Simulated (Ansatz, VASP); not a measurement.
# Al6W: VASP beside Ansatz

The input INCAR:

```
PREC = Accurate
ENCUT = 500
EDIFF = 1E-7
ISMEAR = 0
SIGMA = 0.2
LREAL = False
LASPH = True
NELM = 120
ALGO = Normal
ISIF = 3
LWAVE = False
LCHARG = False
GGA = PE
IBRION = 2
NSW = 36
EDIFFG = -0.08
GGA_COMPAT = False
NELMIN = 4
```

Contents of KPOINTS:

```
Automatic mesh
0
Gamma
  3 3 2
```

POSCAR

```
Al6W
1.0
    3.7400000000     -3.2150000000      0.0000000000
    3.7400000000      3.2150000000      0.0000000000
    0.0000000000      0.0000000000      8.7800000000
Al W
12 2
Direct
    0.1391000000      0.8609000000      0.1002000000
    0.1391000000      0.8609000000      0.3998000000
    0.8609000000      0.1391000000      0.8998000000
    0.8609000000      0.1391000000      0.6002000000
    0.3958000000      0.9678000000      0.7500000000
    0.0322000000      0.6042000000      0.7500000000
    0.9678000000      0.3958000000      0.2500000000
    0.6042000000      0.0322000000      0.2500000000
    0.6737000000      0.6737000000      0.0000000000
    0.6737000000      0.6737000000      0.5000000000
    0.3263000000      0.3263000000      0.5000000000
    0.3263000000      0.3263000000      0.0000000000
    0.4573000000      0.5427000000      0.2500000000
    0.5427000000      0.4573000000      0.7500000000
```

Input for Ansatz:

```yaml
crystal:
  lattice:
    - [3.74, -3.215, 0.0]
    - [3.74, 3.215, 0.0]
    - [0.0, 0.0, 8.78]
  atoms:
    - { symbol: Al, position: [0.1391, 0.8609, 0.1002] }
    - { symbol: Al, position: [0.1391, 0.8609, 0.3998] }
    - { symbol: Al, position: [0.8609, 0.1391, 0.8998] }
    - { symbol: Al, position: [0.8609, 0.1391, 0.6002] }
    - { symbol: Al, position: [0.3958, 0.9678, 0.75] }
    - { symbol: Al, position: [0.0322, 0.6042, 0.75] }
    - { symbol: Al, position: [0.9678, 0.3958, 0.25] }
    - { symbol: Al, position: [0.6042, 0.0322, 0.25] }
    - { symbol: Al, position: [0.6737, 0.6737, 0.0] }
    - { symbol: Al, position: [0.6737, 0.6737, 0.5] }
    - { symbol: Al, position: [0.3263, 0.3263, 0.5] }
    - { symbol: Al, position: [0.3263, 0.3263, 0.0] }
    - { symbol: W, position: [0.4573, 0.5427, 0.25] }
    - { symbol: W, position: [0.5427, 0.4573, 0.75] }
basis:
  ecutwfc: 420
kpoints:
  mp_grid: { grid: [3, 3, 2] }
hamiltonian:
  xc: pbe
scf:
  occupations: { method: gaussian, width: 0.2 }
  lower_state_search: "off"
output:
  forces: true
  stress: true
  eigenvalues: true
relax:
  adjacent_minimum: "off"
  f_tol: 0.08
  max_steps: 16
  cell: { stress_tol: 0.8 }
```

Alike in both runs: task relaxation of cell and atoms; functional PBE; k mesh 3 × 3 × 2; occupations gaussian, width 0.2 eV; no spin polarisation.

```csv
,VASP,Ansatz
version,VASP 6.6.1,Ansatz 0.2.0
potentials or method,"VASP PAW PBE potentials, release 64 (Al, W_sv), cutoff 500 eV","scalar-relativistic, plane waves, PAW"
valence electrons in the cell,64,64
```

VASP gave:

* gap on the k mesh at the Fermi level, each at its own relaxed structure (eV): none
* relaxed volume (Å³/atom): 17.08
* relaxed cell length with the largest relative difference (Å): 9.135

Problem. Which values does Ansatz return?

Solution. gap on the k mesh at the Fermi level, each at its own relaxed structure (eV): none; relaxed volume (Å³/atom): 17.08; relaxed cell length with the largest relative difference (Å): 9.159.

A gap of «none» marks a metal or a gap that the smearing closes.

The k mesh is coarse, so the values compare programs but aren't converged. Spin-orbit coupling is off throughout.
